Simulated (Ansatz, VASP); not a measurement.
## CdTe in VASP and in Ansatz

```xyz
2
Lattice="0.0000 3.3219 3.3219 3.3219 0.0000 3.3219 3.3219 3.3219 0.0000" Properties=species:S:1:pos:R:3 pbc="T T T"
Cd    0.0000    0.0000    0.0000
Te    1.6609    1.6609    1.6609
```

Alike in both runs: task single point; functional r2SCAN; k mesh 10 × 10 × 10; occupations gaussian, width 0.05 eV; no spin polarisation.

```csv
,VASP,Ansatz
version,VASP 6.6.1,Ansatz 0.2.0
potentials or method,"VASP PAW PBE potentials, release 64 (Cd, Te), cutoff 520 eV","scalar-relativistic, plane waves, PAW"
valence electrons in the cell,18,36
```

```tsv
	VASP	Ansatz	Ansatz less VASP
gap on the k mesh at the Fermi level (eV)	1.03	1.04	+0.009
least direct gap on the mesh (eV)	1.03	1.04	+0.009
pressure (GPa)	-1.3	-1.4	-0.10
```

VASP's potentials were made for PBE, not for r2SCAN. VASP's potentials hold 18 valence electrons a cell and Ansatz's 36, so a difference there can come from the potentials and not from the codes.

Neither program's run includes spin-orbit coupling.
